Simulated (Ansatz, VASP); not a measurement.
## One calculation of BN, two programs

Contents of POSCAR:

```
BN
1.0
    2.5439665234      0.0000000000      0.0000000000
   -1.2719832617      2.2031396356      0.0000000000
    0.0000000000      0.0000000000      4.2077449346
B N
2 2
Direct
    0.6666666667      0.3333333333      0.9997995909
    0.3333333333      0.6666666667      0.4997995909
    0.6666666667      0.3333333333      0.6252004091
    0.3333333333      0.6666666667      0.1252004091
```

INCAR.step1

```
ALGO     = Normal         # electronic algorithm
EDIFF    = 1E-4           # SCF threshold, eV
ENCUT    = 520            # plane-wave cutoff, eV
GGA      = PE             # functional
ISMEAR   = 0              # smearing method
LASPH    = True           # aspherical terms in the spheres
LCHARG   = False          # write CHGCAR
LREAL    = False          # projectors in reciprocal space
LWAVE    = True           # write WAVECAR
NBANDS   = 16             # bands
NELM     = 60             # most SCF steps
PREC     = Accurate       # precision mode
SIGMA    = 0.05           # smearing width, eV
```

File INCAR.step2:

```
ALGO     = Normal         # electronic algorithm
EDIFF    = 1E-6           # SCF threshold, eV
ENCUT    = 520            # plane-wave cutoff, eV
ISIF     = 2              # what is computed and relaxed
ISMEAR   = 0              # smearing method
ISTART   = 1            
LASPH    = True           # aspherical terms in the spheres
LCHARG   = False          # write CHGCAR
LMIXTAU  = True         
LREAL    = False          # projectors in reciprocal space
LWAVE    = False          # write WAVECAR
METAGGA  = R2SCAN         # meta-GGA
NBANDS   = 16             # bands
NELM     = 60             # most SCF steps
PREC     = Accurate       # precision mode
SIGMA    = 0.05           # smearing width, eV
```

File KPOINTS:

```
k-points
0
Gamma
  12 12 6
```

Input for Ansatz:

```yaml
crystal:
  lattice:
    - [2.5439665232, 0.0, 0.0]
    - [-1.2719832616, 2.2031396355, 0.0]
    - [0.0, 0.0, 4.2077449317]
  atoms:
    - { symbol: B, position: [0.6666666667, 0.3333333333, 0.9997995909] }
    - { symbol: B, position: [0.3333333333, 0.6666666667, 0.4997995909] }
    - { symbol: "N", position: [0.6666666667, 0.3333333333, 0.6252004091] }
    - { symbol: "N", position: [0.3333333333, 0.6666666667, 0.1252004091] }
basis:
  ecutwfc: 500
kpoints:
  mp_grid: { grid: [12, 12, 6] }
hamiltonian:
  xc: r2scan
scf:
  occupations: { method: gaussian, width: 0.05 }
output:
  forces: true
  stress: true
  eigenvalues: true
  write_density: true
  write_potential: true
  elf: true
  volumetric_format: npy
```

Alike in both runs: task single point; functional r2SCAN; k mesh 12 × 12 × 6; occupations gaussian, width 0.05 eV; no spin polarisation.

|  | VASP | Ansatz |
| --- | --- | --- |
| version | VASP 6.6.1 | Ansatz 0.2.0 |
| potentials or method | VASP PAW PBE potentials, release 64 (B, N), cutoff 520 eV | scalar-relativistic, plane waves, PAW |
| valence electrons in the cell | 16 | 16 |

```csv
,VASP,Ansatz,Ansatz less VASP
gap on the k mesh at the Fermi level (eV),5.72,5.75,+0.034
least direct gap on the mesh (eV),8.98,9.01,+0.028
pressure (GPa),1.1,0.0,-1.11
```

VASP's potentials were made for PBE, not for r2SCAN.
